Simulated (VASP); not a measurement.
# NaI (Fm-3m) in VASP: further runs

The runs below take NaI through relaxation of the atoms, with r2SCAN.

Everything below comes from runs of VASP 6.6.1. Logs are shortened: lines on timing, memory, paths and dates and some standing lists are left out, and cuts for length are marked.

**1. The cell of the first run**

Symmetry: Fm-3m, No. 225, cubic system. The conventional cell has a = 6.467 Å, b = 6.467 Å, c = 6.467 Å, α = 90.00°, β = 90.00°, γ = 90.00°. Within 4.3 Å of Na (site symmetry m-3m) lie 6 I at 3.23 Å. I (site symmetry m-3m) has 6 Na at 3.23 Å within 4.3 Å.

**2. Relaxation of the atoms, r2SCAN**

Input file POSCAR:

```
NaI
1.0
    0.0000000000      3.2334440900      3.2334440900
    3.2334440900      0.0000000000      3.2334440900
    3.2334440900      3.2334440900      0.0000000000
Na I
1 1
Direct
    0.0000000000      0.0000000000      0.0000000000
    0.5000000000      0.5000000000      0.5000000000
```

Input file INCAR.step1:

```
SYSTEM = NaI
PREC = Accurate
ENCUT = 520
ISMEAR = -1
SIGMA = 0.02
LREAL = .False.
LASPH = .True.
NELM = 80
GGA = PE
ALGO = Normal
EDIFF = 1E-4
LWAVE = .True.
LCHARG = .False.
```

Input file INCAR.step2:

```
SYSTEM = NaI
PREC = Accurate
ENCUT = 520
EDIFF = 1E-7
ISMEAR = -1
SIGMA = 0.02
LREAL = .False.
LASPH = .True.
NELM = 80
ALGO = Normal
ISIF = 2
LWAVE = .False.
LCHARG = .False.
METAGGA = R2SCAN
LMIXTAU = .True.
IBRION = 2
NSW = 50
EDIFFG = -0.01
ISTART = 1
```

Input file KPOINTS:

```
regular mesh
0
Gamma
  8 8 8
  0 0 0
```

Potentials or basis: VASP PAW PBE potentials, release 64 (Na_pv, I).

Command:

```bash
$ cat potpaw_PBE.64/Na_pv/POTCAR potpaw_PBE.64/I/POTCAR > POTCAR
$ cp INCAR.step1 INCAR
$ mpirun -np 1 vasp_std > vasp.out
$ cp INCAR.step2 INCAR
$ mpirun -np 1 vasp_std > vasp.out
```

OUTCAR:

```text
SYSTEM = NaI
   PREC = Accurate
   ENCUT = 520
   EDIFF = 1E-7
   ISMEAR = -1
   LREAL = .False.
   LASPH = .True.
   NELM = 80
   ISIF = 2
   METAGGA = R2SCAN
   IBRION = 2
   NSW = 50
   EDIFFG = -0.01
   ISTART = 1

 ion  position               nearest neighbor table
   1  0.000  0.000  0.000-
   2  0.500  0.500  0.500-

  LATTYP: Found a face centered cubic cell.
 ALAT       =     6.4668881800

  Lattice vectors:

 A1 = (   0.0000000000,   3.2334440900,   3.2334440900)
 A2 = (   3.2334440900,   0.0000000000,   3.2334440900)
 A3 = (   3.2334440900,   3.2334440900,   0.0000000000)

Analysis of symmetry for initial positions (statically):
=====================================================================
 Subroutine PRICEL returns:
 Original cell was already a primitive cell.

 Routine SETGRP: Setting up the symmetry group for a
 face centered cubic supercell.

 Subroutine GETGRP returns: Found 48 space group operations
 (whereof 48 operations were pure point group operations)
 out of a pool of 48 trial point group operations.

The static configuration has the point symmetry O_h .

Analysis of symmetry for dynamics (positions and initial velocities):
=====================================================================
 Subroutine PRICEL returns:
 Original cell was already a primitive cell.

 Routine SETGRP: Setting up the symmetry group for a
 face centered cubic supercell.

 Subroutine GETGRP returns: Found 48 space group operations
 (whereof 48 operations were pure point group operations)
 out of a pool of 48 trial point group operations.

The dynamic configuration has the point symmetry O_h .

 Subroutine INISYM returns: Found 48 space group operations
 (whereof 48 operations are pure point group operations),
 and found     1 'primitive' translations

----------------------------------------------------------------------------------------

                                     Primitive cell

  volume of cell :      67.6124

  direct lattice vectors                    reciprocal lattice vectors
     0.000000000  3.233444090  3.233444090    -0.154633878  0.154633878  0.154633878
     3.233444090  0.000000000  3.233444090     0.154633878 -0.154633878  0.154633878
     3.233444090  3.233444090  0.000000000     0.154633878  0.154633878 -0.154633878

  length of vectors
[... 83 lines left out ...]
   LREAL  =      F    real-space projection
   EDIFFG = -.1E-01   stopping-criterion for IOM
   NSW    =     50    number of steps for IOM
   IBRION =      2    ionic relax: 0-MD 1-quasi-New 2-CG
   NFREE  =      1    steps in history (QN), initial steepest desc. (CG)
   ISIF   =      2    stress and relaxation
   ISYM   =      2    0-nonsym 1-usesym 2-fastsym
   POTIM  = 0.5000    time-step for ionic-motion
   TEBEG  =    0.0;   TEEND  =   0.0 temperature during run
   PSTRESS=    0.0 pullay stress
   NELECT =      14.0000    total number of electrons
   NUPDOWN=      -1.0000    fix difference up-down
   EMIN   =  10.00;   EMAX   =-10.00  energy-range for DOS
   EFERMI =   0.00;   METHOD = LEGACY
   ISMEAR =    -1;   SIGMA  =   0.02  broadening in eV -4-tet -1-fermi 0-gaus
   EFERMI_NEDOS =   21; number of points for ismear=-14 and -15
   IALGO  =     38    algorithm
   IMIX   =      4    mixing-type and parameters
     AMIX     =   0.40;   BMIX     =  1.00
     AMIX_MAG =   1.60;   BMIX_MAG =  1.00
  volume/ion in A,a.u.               =      33.81       228.14
  Fermi-wavevector in a.u.,A,eV,Ry     =   0.968521  1.830238 12.762700  0.938032
  Thomas-Fermi vector in A             =   2.098497
   LORBIT       =      0    0 simple, 1 ext, 2 COOP (PROOUT), +10 PAW based schemes
   METAGGA = R2SCAN    functional components
   LHFCALC =     F    Hartree Fock is set to
   AEXX    =    0.0000 exact exchange contribution
   IVDW    =     0    specifies the selected vdW correction
   LEPSILON=     F    determine dielectric tensor
   LRPA    =     F    only Hartree local field effects (RPA)
 conjugate gradient relaxation of ions
 non-spin polarized calculation
  energy-cutoff  :      520.00
  volume of cell :       67.61
 maximum number of plane-waves:      1841
 NGX is ok and might be reduce to    36
   NGX = 17   NGY = 17   NGZ = 17

 number of electron      13.9999994 magnetization

 Free energy of the ion-electron system (eV)
  ---------------------------------------------------
  ext. energy  EPLUGINS =         0.00000000
  ---------------------------------------------------
  free energy    TOTEN  =       -31.08568849 eV

  energy without entropy =      -31.08568849  energy(sigma->0) =      -31.08568849

 E-fermi :   0.9735     XC(G=0):  -8.0804

 val. band max:        0.4991079040   @ k =   0.0000   0.0000   0.0000
 cond. band min:       4.9463251148   @ k =   0.0000   0.0000   0.0000
 fundamental gap:      4.4472172109
 Fermi energy:         0.9735300198

 k-point     1 :       0.0000    0.0000    0.0000
  band No.  band energies     occupation
      1     -22.7490      2.00000
      2     -22.7487      2.00000
      3     -22.7487      2.00000
      4     -10.8537      2.00000
      5       0.4991      2.00000
      6       0.4991      2.00000
      7       0.4991      2.00000
      8       4.9463      0.00000
      9       8.9737      0.00000
     10       8.9738      0.00000
     11       8.9738      0.00000
[... 309 lines left out ...]
 k-point    24 :      -0.3750    0.2500    0.1250
  band No.  band energies     occupation
      1     -22.7530      2.00000
      2     -22.7504      2.00000
      3     -22.7495      2.00000
      4     -10.4718      2.00000
      5      -1.4229      2.00000
      6      -0.4313      2.00000
      7      -0.0023      2.00000
      8       7.2489      0.00000
      9       7.5124      0.00000
     10       9.4439      0.00000
     11       9.4829      0.00000

 [... further k-points ...]
[... 5 lines left out ...]
  --------------------------------------------------------------------------------------
  -------------------------------------------------------------------------------------
  Total       -0.0571419     -0.0571419     -0.0571419      0.0000000     -0.0000000      0.0000000
  in kB       -1.3540635     -1.3540635     -1.3540635      0.0000000     -0.0000000      0.0000000
  external PRESSURE =      -1.3540635 kB  Pullay stress =       0.0000000 kB

 VOLUME and BASIS-vectors are now :
 -----------------------------------------------------------------------------
  energy-cutoff  :      520.00
  volume of cell :       67.61
      direct lattice vectors                 reciprocal lattice vectors
     0.000000000  3.233444090  3.233444090    -0.154633878  0.154633878  0.154633878
     3.233444090  0.000000000  3.233444090     0.154633878 -0.154633878  0.154633878
     3.233444090  3.233444090  0.000000000     0.154633878  0.154633878 -0.154633878

 POSITION                                       TOTAL-FORCE (eV/Angst)
 -----------------------------------------------------------------------------------
      0.00000      0.00000      0.00000         0.000000     -0.000000      0.000000
      3.23344      3.23344      3.23344        -0.000000      0.000000     -0.000000
 -----------------------------------------------------------------------------------
    total drift:                                0.000000      0.000000      0.000000

  FREE ENERGIE OF THE ION-ELECTRON SYSTEM (eV)
  ---------------------------------------------------
  free  energy   TOTEN  =       -31.0856884872 eV

  energy  without entropy=      -31.0856884872  energy(sigma->0) =      -31.08568849

 reached required accuracy - stopping structural energy minimisation
```

Wall time 4.2 min (1 thread of Oxide Virtual Turin-like, shared host); peak memory 0.19 GiB.

What came out:

* Free energy: -31.0857 eV
* Pressure after relaxing: -0.1 GPa
* Band gap on the k mesh: 4.45 eV

Final structure:
```
Na I
1.0
     0.00000    3.23344    3.23344
     3.23344    0.00000    3.23344
     3.23344    3.23344    0.00000
Na I
1 1
Direct
  0.00000 0.00000 0.00000
  0.50000 0.50000 0.50000
```

Levels at points of the mesh, in eV from the valence-band top:
```
           k point  band 4  band 5  band 6  band 7  band 8  band 9  band 10  band 11
(0.00, 0.00, 0.00)  -11.35    0.00    0.00    0.00    4.45    8.47     8.47     8.47
(0.50, 0.00, 0.00)  -11.02   -2.19   -0.30   -0.30    5.69    8.07     8.07     9.80
(0.50, 0.50, 0.00)  -10.93   -1.94   -0.76   -0.76    5.23    6.02    10.75    12.23
```

Caveat: the relaxation stopped at its first step, so nothing moved; the PAW data sets were made with another functional, which shifts forces and pressure a little; spin-orbit coupling is left out, which moves the levels of the heavy elements. r2SCAN opens gaps a little over a GGA but as a rule still falls short of measured ones.

**3. Relaxation of the atoms, r2SCAN**

This run uses another cell than the first one, of 34.48 Å³/atom.

Input file POSCAR:

```
NaI
1.0
    0.0000000000      3.2548582500      3.2548582500
    3.2548582500      0.0000000000      3.2548582500
    3.2548582500      3.2548582500      0.0000000000
Na I
1 1
Direct
    0.0000000000      0.0000000000      0.0000000000
    0.5000000000      0.5000000000      0.5000000000
```

Input file INCAR.step1:

```
SYSTEM = NaI
  PREC = Accurate
  ENCUT = 520
  ISMEAR = -1
  SIGMA = 0.02
  LREAL = .False.
  LASPH = .True.
  NELM = 80
  GGA = PE
  ALGO = Normal
  EDIFF = 1E-4
  LWAVE = .True.
  LCHARG = .False.
```

Input file INCAR.step2:

```
SYSTEM = NaI
  PREC = Accurate
  ENCUT = 520
  EDIFF = 1E-6
  ISMEAR = -1
  SIGMA = 0.02
  LREAL = .False.
  LASPH = .True.
  NELM = 80
  ALGO = Normal
  ISIF = 2
  LWAVE = .False.
  LCHARG = .False.
  METAGGA = R2SCAN
  LMIXTAU = .True.
  IBRION = 2
  NSW = 50
  EDIFFG = -0.01
  ISTART = 1
```

Input file KPOINTS:

```
Automatic mesh
0
Gamma
  8 8 8
  0 0 0
```

Potentials or basis: VASP PAW PBE potentials, release 64 (Na_pv, I).

Command:

```bash
$ cat potpaw_PBE.64/Na_pv/POTCAR potpaw_PBE.64/I/POTCAR > POTCAR
$ cp INCAR.step1 INCAR
$ mpirun -np 1 vasp_std > vasp.out
$ cp INCAR.step2 INCAR
$ mpirun -np 1 vasp_std > vasp.out
```

It took 3.1 min on 1 thread of Oxide Virtual Turin-like, shared host; peak memory 0.19 GiB.

Results (log left out):

| Property | Result |
| --- | --- |
| Free energy | -31.0831 eV |
| Pressure after relaxing | -0.4 GPa |
| Band gap on the k mesh | 4.39 eV |

Final structure:
```
CELL_PARAMETERS angstrom
0.00000 3.25486 3.25486
3.25486 0.00000 3.25486
3.25486 3.25486 0.00000
ATOMIC_POSITIONS crystal
Na 0.00000 0.00000 0.00000
I 0.50000 0.50000 0.50000
```

Levels at points of the mesh, in eV from the valence-band top:
| k point | band 5 | band 6 | band 7 | band 8 | band 9 | band 10 |
| --- | --- | --- | --- | --- | --- | --- |
| (0.00, 0.00, 0.00) | 0.00 | 0.00 | 0.00 | 4.39 | 8.47 | 8.47 |
| (0.50, 0.00, 0.00) | -2.12 | -0.29 | -0.29 | 5.68 | 8.05 | 8.06 |
| (0.50, 0.50, 0.00) | -1.88 | -0.74 | -0.74 | 5.22 | 6.05 | 10.61 |

Caveat: the relaxation stopped at its first step, so nothing moved; the PAW data sets were made with another functional, which shifts forces and pressure a little; spin-orbit coupling is left out, which moves the levels of the heavy elements.
